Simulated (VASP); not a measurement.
# Ta (Im-3m) in VASP: further runs, part 2 of 3

VASP 6.6.1. Earlier steps stand in the parts before.

## 5. Single point, revPBE (19.29 Å³/atom)

This run uses another cell than the first one, of 19.29 Å³/atom.

Input file INCAR:

```
  ALGO = Normal
  EDIFF = 1E-6
  ENCUT = 520
  GGA = RE
  ISIF = 2
  ISMEAR = -1
  LASPH = True
  LCHARG = False
  LREAL = False
  LWAVE = False
  NBANDS = 12
  NELM = 60
  PREC = Accurate
  SIGMA = 0.1
```

Input file KPOINTS:

```
k-points
0
Gamma
  22 22 22
```

Input file POSCAR:

```
Ta
1.0
   -1.6895557844      1.6895557844      1.6895557844
    1.6895557844     -1.6895557844      1.6895557844
    1.6895557844      1.6895557844     -1.6895557844
Ta
1
Direct
    0.0000000000      0.0000000000      0.0000000000
```

Potentials or basis: VASP PAW PBE potentials, release 64 (Ta_pv).

Started as:

```console
> cat potpaw_PBE.64/Ta_pv/POTCAR > POTCAR
> mpirun -np 1 vasp_std > vasp.out
```

OUTCAR:

```text
EDIFF = 1E-6
   ENCUT = 520
   GGA = RE
   ISIF = 2
   ISMEAR = -1
   LASPH = True
   LREAL = False
   NELM = 60
   PREC = Accurate

 ion  position               nearest neighbor table
   1  0.000  0.000  0.000-

  LATTYP: Found a body centered cubic cell.
 ALAT       =     3.3791115688

  Lattice vectors:

 A1 = (  -1.6895557844,   1.6895557844,   1.6895557844)
 A2 = (   1.6895557844,  -1.6895557844,   1.6895557844)
 A3 = (   1.6895557844,   1.6895557844,  -1.6895557844)

Analysis of symmetry for initial positions (statically):
=====================================================================
 Subroutine PRICEL returns:
 Original cell was already a primitive cell.

 Routine SETGRP: Setting up the symmetry group for a
 body centered cubic supercell.

 Subroutine GETGRP returns: Found 48 space group operations
 (whereof 48 operations were pure point group operations)
 out of a pool of 48 trial point group operations.

The static configuration has the point symmetry O_h .

Analysis of symmetry for dynamics (positions and initial velocities):
=====================================================================
 Subroutine PRICEL returns:
 Original cell was already a primitive cell.

 Routine SETGRP: Setting up the symmetry group for a
 body centered cubic supercell.

 Subroutine GETGRP returns: Found 48 space group operations
 (whereof 48 operations were pure point group operations)
 out of a pool of 48 trial point group operations.

The dynamic configuration has the point symmetry O_h .

 Subroutine INISYM returns: Found 48 space group operations
 (whereof 48 operations are pure point group operations),
 and found     1 'primitive' translations

----------------------------------------------------------------------------------------

                                     Primitive cell

  volume of cell :      19.2920

  direct lattice vectors                    reciprocal lattice vectors
    -1.689555784  1.689555784  1.689555784     0.000000000  0.295935775  0.295935775
     1.689555784 -1.689555784  1.689555784     0.295935775  0.000000000  0.295935775
     1.689555784  1.689555784 -1.689555784     0.295935775  0.295935775  0.000000000

  length of vectors
     2.926396461  2.926396461  2.926396461     0.418516386  0.418516386  0.418516386

  position of ions in fractional coordinates (direct lattice)
     0.000000000  0.000000000  0.000000000

  ion indices of the primitive-cell ions
   primitive index   ion index
                 1           1

----------------------------------------------------------------------------------------

 KPOINTS: k-points

Automatic generation of k-mesh.
 Grid dimensions read from file:
 generate k-points for:   22   22   22

 Generating k-lattice:

  Cartesian coordinates                     Fractional coordinates (reciprocal lattice)
     0.000000000  0.013451626  0.013451626     0.045454545  0.000000000  0.000000000
     0.013451626  0.000000000  0.013451626     0.000000000  0.045454545  0.000000000
     0.013451626  0.013451626  0.000000000     0.000000000  0.000000000  0.045454545

  Length of vectors
     0.019023472  0.019023472  0.019023472

  Shift w.r.t. Gamma in fractional coordinates (k-lattice)
     0.000000000  0.000000000  0.000000000

 Subroutine IBZKPT returns following result:
 ===========================================

 Found    328 irreducible k-points:

 Following reciprocal coordinates:
            Coordinates               Weight
  0.000000  0.000000  0.000000      1.000000
  0.045455  0.000000  0.000000     12.000000
  0.090909  0.000000  0.000000     12.000000
  0.136364  0.000000  0.000000     12.000000
  0.181818  0.000000  0.000000     12.000000
  0.227273  0.000000  0.000000     12.000000
[... 16 lines left out ...]
  0.090909  0.090909  0.000000     24.000000
  0.136364  0.090909 -0.000000     48.000000
 [... further k-points ...]
   k-points           NKPTS =    328   k-points in BZ     NKDIM =    328   number of bands    NBANDS=     12
   number of dos      NEDOS =    301   number of ions     NIONS =      1
   total plane-waves  NPLWV =  13824
   dimension x,y,z NGX =    24 NGY =   24 NGZ =   24
   dimension x,y,z NGXF=    48 NGYF=   48 NGZF=   48
   ions per type =               1
   NGX,Y,Z   is equivalent  to a cutoff of  13.63, 13.63, 13.63 a.u.
   NGXF,Y,Z  is equivalent  to a cutoff of  27.27, 27.27, 27.27 a.u.
 SYSTEM =  unknown system
   PREC   = accura    normal or accurate (medium, high low for compatibility)
   ISTART =      0    job   : 0-new  1-cont  2-samecut
   ICHARG =      2    charge: 1-file 2-atom 10-const
   ISPIN  =      1    spin polarized calculation?
   LNONCOLLINEAR =      F non collinear calculations
   LSORBIT =      F    spin-orbit coupling
   LASPH  =      T    aspherical Exc in radial PAW
   ENCUT  =  520.0 eV  38.22 Ry    6.18 a.u.   5.44  5.44  5.44*2*pi/ulx,y,z
   NELM   =     60;   NELMIN=  2; NELMDL= -5     # of ELM steps
   EDIFF  = 0.1E-05   stopping-criterion for ELM
   LREAL  =      F    real-space projection
   EDIFFG = 0.1E-04   stopping-criterion for IOM
   NSW    =      0    number of steps for IOM
   IBRION =     -1    ionic relax: 0-MD 1-quasi-New 2-CG
   NFREE  =      0    steps in history (QN), initial steepest desc. (CG)
   ISIF   =      2    stress and relaxation
   ISYM   =      2    0-nonsym 1-usesym 2-fastsym
   POTIM  = 0.5000    time-step for ionic-motion
   TEBEG  =    0.0;   TEEND  =   0.0 temperature during run
   PSTRESS=    0.0 pullay stress
   NELECT =      11.0000    total number of electrons
   NUPDOWN=      -1.0000    fix difference up-down
   EMIN   =  10.00;   EMAX   =-10.00  energy-range for DOS
   EFERMI =   0.00;   METHOD = LEGACY
   ISMEAR =    -1;   SIGMA  =   0.10  broadening in eV -4-tet -1-fermi 0-gaus
   EFERMI_NEDOS =   21; number of points for ismear=-14 and -15
   IALGO  =     38    algorithm
   IMIX   =      4    mixing-type and parameters
     AMIX     =   0.40;   BMIX     =  1.00
     AMIX_MAG =   1.60;   BMIX_MAG =  1.00
  volume/ion in A,a.u.               =      19.29       130.19
  Fermi-wavevector in a.u.,A,eV,Ry     =   1.357521  2.565343 25.073673  1.842863
  Thomas-Fermi vector in A             =   2.484432
   LORBIT       =      0    0 simple, 1 ext, 2 COOP (PROOUT), +10 PAW based schemes
   GGA     = RE    functional components
   LHFCALC =     F    Hartree Fock is set to
   AEXX    =    0.0000 exact exchange contribution
   IVDW    =     0    specifies the selected vdW correction
   LEPSILON=     F    determine dielectric tensor
   LRPA    =     F    only Hartree local field effects (RPA)
 non-spin polarized calculation
  energy-cutoff  :      520.00
  volume of cell :       19.29
 maximum number of plane-waves:       539
 NGX is ok and might be reduce to    24
   NGX = 11   NGY = 11   NGZ = 11

 number of electron      10.9999999 magnetization

 Free energy of the ion-electron system (eV)
  ---------------------------------------------------
  ext. energy  EPLUGINS =         0.00000000
  ---------------------------------------------------
  free energy    TOTEN  =       -11.41946006 eV

  energy without entropy =      -11.37307935  energy(sigma->0) =      -11.39626970

 E-fermi :   5.0256     XC(G=0): -12.2315

 val. band max:        5.0246234064   @ k =   0.3636   0.1818   0.0455
 cond. band min:       5.0273961216   @ k =  -0.3182   0.4545   0.1364
 fundamental gap:      0.0027727152
 Fermi energy:         5.0255956003

 k-point     1 :       0.0000    0.0000    0.0000
  band No.  band energies     occupation
      1     -28.3613      2.00000
      2     -28.3613      2.00000
      3     -28.3613      2.00000
      4      -2.6379      2.00000
      5       5.7473      0.00147
      6       5.7473      0.00147
      7       5.7473      0.00147
      8       8.7865      0.00000
      9       8.7865      0.00000
     10      19.5066      0.00000
     11      19.6701      0.00000
     12      19.6701      0.00000
[... 331 lines left out ...]
 k-point    24 :       0.1364    0.0909   -0.0000
  band No.  band energies     occupation
      1     -28.6887      2.00000
      2     -28.4479      2.00000
      3     -28.3864      2.00000
      4      -1.1579      2.00000
      5       4.9954      1.14964
      6       5.1143      0.58356
      7       7.3432      0.00000
      8       7.9418      0.00000
      9       9.0181      0.00000
     10      19.5055      0.00000
     11      20.6425      0.00000
     12      21.3101      0.00000

 [... further k-points ...]

------------------------ aborting loop because EDIFF is reached ----------------------------------------

  FORCE on cell =-STRESS in cart. coord.  units (eV):
  Direction    XX          YY          ZZ          XY          YZ          ZX
  --------------------------------------------------------------------------------------
  -------------------------------------------------------------------------------------
  Total       -0.8354096     -0.8354096     -0.8354096     -0.0000000      0.0000000     -0.0000000
  in kB      -69.3797058    -69.3797058    -69.3797058     -0.0000000      0.0000000     -0.0000000
  external PRESSURE =     -69.3797058 kB  Pullay stress =       0.0000000 kB

 VOLUME and BASIS-vectors are now :
 -----------------------------------------------------------------------------
  energy-cutoff  :      520.00
  volume of cell :       19.29
      direct lattice vectors                 reciprocal lattice vectors
    -1.689555784  1.689555784  1.689555784     0.000000000  0.295935775  0.295935775
     1.689555784 -1.689555784  1.689555784     0.295935775  0.000000000  0.295935775
     1.689555784  1.689555784 -1.689555784     0.295935775  0.295935775  0.000000000

 POSITION                                       TOTAL-FORCE (eV/Angst)
 -----------------------------------------------------------------------------------
      0.00000      0.00000      0.00000        -0.000000     -0.000000     -0.000000
 -----------------------------------------------------------------------------------
    total drift:                                0.000000      0.000000     -0.000000

  FREE ENERGIE OF THE ION-ELECTRON SYSTEM (eV)
  ---------------------------------------------------
  free  energy   TOTEN  =       -11.4194600600 eV

  energy  without entropy=      -11.3730793499  energy(sigma->0) =      -11.39626970
```

OSZICAR:

```text
N       E                     dE             d eps       ncg     rms          rms(c)
DAV:   1     0.615286931505E+02    0.61529E+02   -0.60766E+03  7888   0.865E+02
DAV:   2    -0.108674469894E+02   -0.72396E+02   -0.70580E+02  8900   0.243E+02
DAV:   3    -0.119118213469E+02   -0.10444E+01   -0.10321E+01  9480   0.275E+01
DAV:   4    -0.119149398703E+02   -0.31185E-02   -0.31181E-02  8832   0.167E+00
DAV:   5    -0.119149526864E+02   -0.12816E-04   -0.12815E-04  9444   0.101E-01    0.118E+01
DAV:   6    -0.115293533257E+02    0.38560E+00   -0.32213E-01  9304   0.615E+00    0.555E+00
DAV:   7    -0.114196708941E+02    0.10968E+00   -0.28273E-01  9152   0.530E+00    0.391E-01
DAV:   8    -0.114194890407E+02    0.18185E-03   -0.10428E-02  8800   0.777E-01    0.161E-01
DAV:   9    -0.114194690090E+02    0.20032E-04   -0.20204E-04  9164   0.153E-01    0.280E-02
DAV:  10    -0.114194595604E+02    0.94486E-05   -0.51537E-06  8832   0.230E-02    0.279E-03
DAV:  11    -0.114194600600E+02   -0.49961E-06   -0.22193E-07  5404   0.520E-03
   1 F= -.11419460E+02 E0= -.11396270E+02  d E =-.463807E-01
```

stdout:

```text
POSCAR found type information on POSCAR Ta
 POSCAR found :  1 types and       1 ions
 scaLAPACK will be used
 -----------------------------------------------------------------------------
|                                                                             |
|                                                                             |
|     You enforced a specific xc type in the INCAR file but a different       |
|     I HOPE YOU KNOW WHAT YOU ARE DOING!                                     |
|                                                                             |
 -----------------------------------------------------------------------------

 LDA part: xc-table for (Slater+PW92), standard interpolation
 POSCAR, INCAR and KPOINTS ok, starting setup
 FFT: planning ... GRIDC
 FFT: planning ... GRID_SOFT
 FFT: planning ... GRID
 WAVECAR not read
 entering main loop
```

It took 57 s on 1 thread of Intel Xeon 8259CL, shared host; peak memory 0.2 GiB.

What came out:

* Free energy: -11.4195 eV
* Pressure: -6.9 GPa
* Band gap on the k mesh: zero (an odd number of electrons rules out a gap without spin polarisation)

Caveat: the cell stands under tension; the PAW data sets were made with another functional, which shifts forces and pressure a little; spin-orbit coupling is left out, which moves the levels of the heavy elements.

(Continued in part 3 of 3.)
